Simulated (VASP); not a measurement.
# BeS (F-43m) in VASP: single point with LDA

Aim: the single point of BeS with LDA.

Everything below comes from runs of VASP 6.6.1. Logs are shortened: lines on timing, memory, paths and dates and some standing lists are left out, and cuts for length are marked.

### 1 The cell of the first run

It takes space group F-43m (No. 216, cubic). The conventional cell has a = 4.850 Å, b = 4.850 Å, c = 4.850 Å, α = 90.00°, β = 90.00°, γ = 90.00°. Within 2.8 Å of Be (site symmetry -43m) lie 4 S at 2.10 Å. Within 2.8 Å of S (site symmetry -43m) lie 4 Be at 2.10 Å.

### 2 Single point, LDA

The input, INCAR:

```
PREC = Accurate ; ENCUT = 520
EDIFF = 1E-6 ; ISMEAR = -1
SIGMA = 0.1 ; LREAL = F
LASPH = T ; NELM = 60
ALGO = Normal ; ISIF = 2
LWAVE = F ; LCHARG = F
GGA = CA ; NBANDS = 11
```

The input, KPOINTS:

```
regular mesh
0
Gamma
  6 6 6
```

The input, POSCAR:

```
BeS
1.0
    0.0000000000      2.4250000000      2.4250000000
    2.4250000000      0.0000000000      2.4250000000
    2.4250000000      2.4250000000      0.0000000000
Be S
1 1
Direct
    0.0000000000      0.0000000000      0.0000000000
    0.2500000000      0.2500000000      0.2500000000
```

Potentials or basis: VASP PAW LDA potentials, release 64 (Be, S).

The run is started by

```sh
$ cat potpaw_LDA.64/Be/POTCAR potpaw_LDA.64/S/POTCAR > POTCAR
$ mpirun -np 1 vasp_std > vasp.out
```

OUTCAR:

```text
PREC = Accurate
   ENCUT = 520
   EDIFF = 1E-6
   ISMEAR = -1
   LREAL = F
   LASPH = T
   NELM = 60
   ISIF = 2
   GGA = CA

 ion  position               nearest neighbor table
   1  0.000  0.000  0.000-   2 2.10   2 2.10   2 2.10   2 2.10
   2  0.250  0.250  0.250-   1 2.10   1 2.10   1 2.10   1 2.10

  LATTYP: Found a face centered cubic cell.
 ALAT       =     4.8500000000

  Lattice vectors:

 A1 = (   0.0000000000,   2.4250000000,   2.4250000000)
 A2 = (   2.4250000000,   0.0000000000,   2.4250000000)
 A3 = (   2.4250000000,   2.4250000000,   0.0000000000)

Analysis of symmetry for initial positions (statically):
=====================================================================
 Subroutine PRICEL returns:
 Original cell was already a primitive cell.

 Routine SETGRP: Setting up the symmetry group for a
 face centered cubic supercell.

 Subroutine GETGRP returns: Found 24 space group operations
 (whereof 24 operations were pure point group operations)
 out of a pool of 48 trial point group operations.

The static configuration has the point symmetry T_d .

Analysis of symmetry for dynamics (positions and initial velocities):
=====================================================================
 Subroutine PRICEL returns:
 Original cell was already a primitive cell.

 Routine SETGRP: Setting up the symmetry group for a
 face centered cubic supercell.

 Subroutine GETGRP returns: Found 24 space group operations
 (whereof 24 operations were pure point group operations)
 out of a pool of 48 trial point group operations.

The dynamic configuration has the point symmetry T_d .

 Subroutine INISYM returns: Found 24 space group operations
 (whereof 24 operations are pure point group operations),
 and found     1 'primitive' translations

----------------------------------------------------------------------------------------

                                     Primitive cell

  volume of cell :      28.5210

  direct lattice vectors                    reciprocal lattice vectors
     0.000000000  2.425000000  2.425000000    -0.206185567  0.206185567  0.206185567
     2.425000000  0.000000000  2.425000000     0.206185567 -0.206185567  0.206185567
     2.425000000  2.425000000  0.000000000     0.206185567  0.206185567 -0.206185567

  length of vectors
     3.429467889  3.429467889  3.429467889     0.357123878  0.357123878  0.357123878

  position of ions in fractional coordinates (direct lattice)
     0.000000000  0.000000000  0.000000000
     0.250000000  0.250000000  0.250000000

  ion indices of the primitive-cell ions
   primitive index   ion index
                 1           1
                 2           2

----------------------------------------------------------------------------------------

 KPOINTS: regular mesh

Automatic generation of k-mesh.
 Grid dimensions read from file:
 generate k-points for:    6    6    6

 Generating k-lattice:

  Cartesian coordinates                     Fractional coordinates (reciprocal lattice)
    -0.034364261  0.034364261  0.034364261     0.166666667  0.000000000  0.000000000
     0.034364261 -0.034364261  0.034364261     0.000000000  0.166666667  0.000000000
     0.034364261  0.034364261 -0.034364261     0.000000000  0.000000000  0.166666667

  Length of vectors
     0.059520646  0.059520646  0.059520646

  Shift w.r.t. Gamma in fractional coordinates (k-lattice)
     0.000000000  0.000000000  0.000000000

 Subroutine IBZKPT returns following result:
 ===========================================

 Found     16 irreducible k-points:

 Following reciprocal coordinates:
            Coordinates               Weight
  0.000000  0.000000  0.000000      1.000000
  0.166667  0.000000  0.000000      8.000000
  0.333333  0.000000  0.000000      8.000000
  0.500000  0.000000  0.000000      4.000000
  0.166667  0.166667  0.000000      6.000000
  0.333333  0.166667  0.000000     24.000000
[... 8 lines left out ...]
 -0.333333  0.333333  0.166667     24.000000
 -0.333333  0.500000  0.166667     12.000000
   k-points           NKPTS =     16   k-points in BZ     NKDIM =     16   number of bands    NBANDS=     11
   number of dos      NEDOS =    301   number of ions     NIONS =      2
   total plane-waves  NPLWV =  21952
   dimension x,y,z NGX =    28 NGY =   28 NGZ =   28
   dimension x,y,z NGXF=    56 NGYF=   56 NGZF=   56
   ions per type =               1   1
   NGX,Y,Z   is equivalent  to a cutoff of  13.57, 13.57, 13.57 a.u.
   NGXF,Y,Z  is equivalent  to a cutoff of  27.15, 27.15, 27.15 a.u.
 SYSTEM =  unknown system
   PREC   = accura    normal or accurate (medium, high low for compatibility)
   ISTART =      0    job   : 0-new  1-cont  2-samecut
   ICHARG =      2    charge: 1-file 2-atom 10-const
   ISPIN  =      1    spin polarized calculation?
   LNONCOLLINEAR =      F non collinear calculations
   LSORBIT =      F    spin-orbit coupling
   LASPH  =      T    aspherical Exc in radial PAW
   ENCUT  =  520.0 eV  38.22 Ry    6.18 a.u.   6.38  6.38  6.38*2*pi/ulx,y,z
   NELM   =     60;   NELMIN=  2; NELMDL= -5     # of ELM steps
   EDIFF  = 0.1E-05   stopping-criterion for ELM
   LREAL  =      F    real-space projection
   EDIFFG = 0.1E-04   stopping-criterion for IOM
   NSW    =      0    number of steps for IOM
   IBRION =     -1    ionic relax: 0-MD 1-quasi-New 2-CG
   NFREE  =      0    steps in history (QN), initial steepest desc. (CG)
   ISIF   =      2    stress and relaxation
   ISYM   =      2    0-nonsym 1-usesym 2-fastsym
   POTIM  = 0.5000    time-step for ionic-motion
   TEBEG  =    0.0;   TEEND  =   0.0 temperature during run
   PSTRESS=    0.0 pullay stress
   NELECT =       8.0000    total number of electrons
   NUPDOWN=      -1.0000    fix difference up-down
   EMIN   =  10.00;   EMAX   =-10.00  energy-range for DOS
   EFERMI =   0.00;   METHOD = LEGACY
   ISMEAR =    -1;   SIGMA  =   0.10  broadening in eV -4-tet -1-fermi 0-gaus
   EFERMI_NEDOS =   21; number of points for ismear=-14 and -15
   IALGO  =     38    algorithm
   IMIX   =      4    mixing-type and parameters
     AMIX     =   0.40;   BMIX     =  1.00
     AMIX_MAG =   1.60;   BMIX_MAG =  1.00
  volume/ion in A,a.u.               =      14.26        96.23
  Fermi-wavevector in a.u.,A,eV,Ry     =   1.071642  2.025110 15.625158  1.148417
  Thomas-Fermi vector in A             =   2.207388
   LORBIT       =      0    0 simple, 1 ext, 2 COOP (PROOUT), +10 PAW based schemes
   GGA     = CA    functional components
   LHFCALC =     F    Hartree Fock is set to
   AEXX    =    0.0000 exact exchange contribution
   IVDW    =     0    specifies the selected vdW correction
   LEPSILON=     F    determine dielectric tensor
   LRPA    =     F    only Hartree local field effects (RPA)
 non-spin polarized calculation
  energy-cutoff  :      520.00
  volume of cell :       28.52
 maximum number of plane-waves:       778
 NGX is ok and might be reduce to    28
   NGX = 13   NGY = 13   NGZ = 13

 number of electron       7.9999999 magnetization

 Free energy of the ion-electron system (eV)
  ---------------------------------------------------
  ext. energy  EPLUGINS =         0.00000000
  ---------------------------------------------------
  free energy    TOTEN  =       -11.13024862 eV

  energy without entropy =      -11.13024857  energy(sigma->0) =      -11.13024860

 E-fermi :   5.4926     XC(G=0):  -9.9887

 val. band max:        4.0309496567   @ k =   0.0000   0.0000   0.0000
 cond. band min:       6.9338447409   @ k =   0.5000   0.5000   0.0000
 fundamental gap:      2.9028950843
 Fermi energy:         5.4926187288

 k-point     1 :       0.0000    0.0000    0.0000
  band No.  band energies     occupation
      1      -9.6251      2.00000
      2       4.0309      2.00000
      3       4.0309      2.00000
      4       4.0309      2.00000
      5       9.5731      0.00000
      6       9.5731      0.00000
      7       9.5731      0.00000
      8       9.7056      0.00000
      9      16.8426      0.00000
     10      16.8426      0.00000
     11      18.6315      0.00000

 k-point     2 :       0.1667    0.0000    0.0000
  band No.  band energies     occupation
      1      -9.3120      2.00000
      2       2.1156      2.00000
      3       3.6990      2.00000
      4       3.6990      2.00000
      5       9.4604      0.00000
      6      10.1419      0.00000
      7      10.1419      0.00000
      8      11.7448      0.00000
      9      15.8627      0.00000
     10      15.8627      0.00000
     11      18.2688      0.00000

 k-point     3 :       0.3333    0.0000    0.0000
  band No.  band energies     occupation
      1      -8.5281      2.00000
      2      -0.5749      2.00000
      3       3.1903      2.00000
      4       3.1903      2.00000
      5       9.4169      0.00000
      6      10.5664      0.00000
      7      10.5664      0.00000
      8      14.2000      0.00000
      9      16.5845      0.00000
     10      16.5845      0.00000
     11      18.0094      0.00000

 k-point     4 :       0.5000    0.0000    0.0000
  band No.  band energies     occupation
      1      -7.9936      2.00000
      2      -1.8142      2.00000
      3       2.9843      2.00000
      4       2.9843      2.00000
      5       9.3890      0.00000
      6      10.4666      0.00000
      7      10.4666      0.00000
      8      14.9456      0.00000
      9      18.9174      0.00000
     10      18.9174      0.00000
     11      18.9247      0.00000
[... 127 lines left out ...]
 k-point    14 :       0.5000    0.3333    0.1667
  band No.  band energies     occupation
      1      -7.9490      2.00000
      2      -0.3900      2.00000
      3       1.0067      2.00000
      4       2.0898      2.00000
      5       9.6309      0.00000
      6      10.8929      0.00000
      7      11.7674      0.00000
      8      14.1907      0.00000
      9      16.5242      0.00000
     10      18.4593      0.00000
     11      20.5654      0.00000

 k-point    15 :      -0.3333    0.3333    0.1667
  band No.  band energies     occupation
      1      -7.5594      2.00000
      2      -0.8782      2.00000
      3       0.5575      2.00000
      4       1.6039      2.00000
      5      10.0483      0.00000
      6      10.9206      0.00000
      7      13.4184      0.00000
      8      14.1307      0.00000
      9      15.1102      0.00000
     10      19.3916      0.00000
     11      20.2007      0.00000

 k-point    16 :      -0.3333    0.5000    0.1667
  band No.  band energies     occupation
      1      -7.4036      2.00000
      2      -0.5865      2.00000
      3       0.5721      2.00000
      4       0.7792      2.00000
      5       9.0029      0.00000
      6      10.5792      0.00000
      7      13.8894      0.00000
      8      14.4183      0.00000
      9      18.2716      0.00000
     10      18.4030      0.00000
     11      20.9444      0.00000

------------------------ aborting loop because EDIFF is reached ----------------------------------------

  FORCE on cell =-STRESS in cart. coord.  units (eV):
  Direction    XX          YY          ZZ          XY          YZ          ZX
  --------------------------------------------------------------------------------------
  -------------------------------------------------------------------------------------
  Total       -0.5567447     -0.5567447     -0.5567447     -0.0000000     -0.0000000      0.0000000
  in kB      -31.2752963    -31.2752963    -31.2752963     -0.0000000     -0.0000000      0.0000000
  external PRESSURE =     -31.2752963 kB  Pullay stress =       0.0000000 kB

 VOLUME and BASIS-vectors are now :
 -----------------------------------------------------------------------------
  energy-cutoff  :      520.00
  volume of cell :       28.52
      direct lattice vectors                 reciprocal lattice vectors
     0.000000000  2.425000000  2.425000000    -0.206185567  0.206185567  0.206185567
     2.425000000  0.000000000  2.425000000     0.206185567 -0.206185567  0.206185567
     2.425000000  2.425000000  0.000000000     0.206185567  0.206185567 -0.206185567

 POSITION                                       TOTAL-FORCE (eV/Angst)
 -----------------------------------------------------------------------------------
      0.00000      0.00000      0.00000         0.000000     -0.000000     -0.000000
      1.21250      1.21250      1.21250        -0.000000      0.000000      0.000000
 -----------------------------------------------------------------------------------
    total drift:                               -0.000000     -0.000000      0.000000

  FREE ENERGIE OF THE ION-ELECTRON SYSTEM (eV)
  ---------------------------------------------------
  free  energy   TOTEN  =       -11.1302486233 eV

  energy  without entropy=      -11.1302485745  energy(sigma->0) =      -11.13024860
```

It took 6.1 s on 1 thread of Intel Xeon 8259CL, shared host; peak memory 0.13 GiB.

What came out:

- Free energy: -11.1302 eV
- Pressure: -3.1 GPa
- Band gap on the k mesh: 2.90 eV, indirect (least direct gap 5.54 eV)
